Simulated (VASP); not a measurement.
Runs of VASP 6.6.1 on BaSc4. The structure is that of space group Pm-3m (No. 221), or close to it. The cells are those of the table. 

| task | cell | k mesh | cutoff (eV) | gap on the mesh (eV) | pressure (GPa) | relaxed volume (Å³/atom) |
| --- | --- | --- | --- | --- | --- | --- |
| single point | a = 5.477 Å, 5 atoms | 4 × 4 × 4 | 520 | none | 0.5 | - |
| relaxation of cell and atoms | relaxed from a = 4.862 Å, 5 atoms | 4 × 4 × 4 | 600 | none | 0.0 | 33.36 |
| relaxation of cell and atoms | relaxed from a = 5.477 Å, 5 atoms | 8 × 8 × 8 | 600 | none | 0.0 | 33.46 |
| single point | a = 5.503 Å, 5 atoms | 8 × 8 × 8 | 520 | none | (a) | - |

Alike in all rows: level PBE; potentials or basis VASP PAW PBE potentials, release 64 (Ba_sv, Sc_sv); no spin polarisation; smearing gaussian 0.1 eV.

**Question.** Estimate the missing entries.

**Answer.** (a) 0.1.

Caveats: spin-orbit coupling is left out, which moves the levels of the heavy elements; the volume moved by over 15 % at a fixed basis, so the end points are rough (some runs).

A k mesh can miss the band edges, and the runs leave out spin-orbit coupling on Ba.

A gap of «none» marks levels without a gap at the run's occupations.
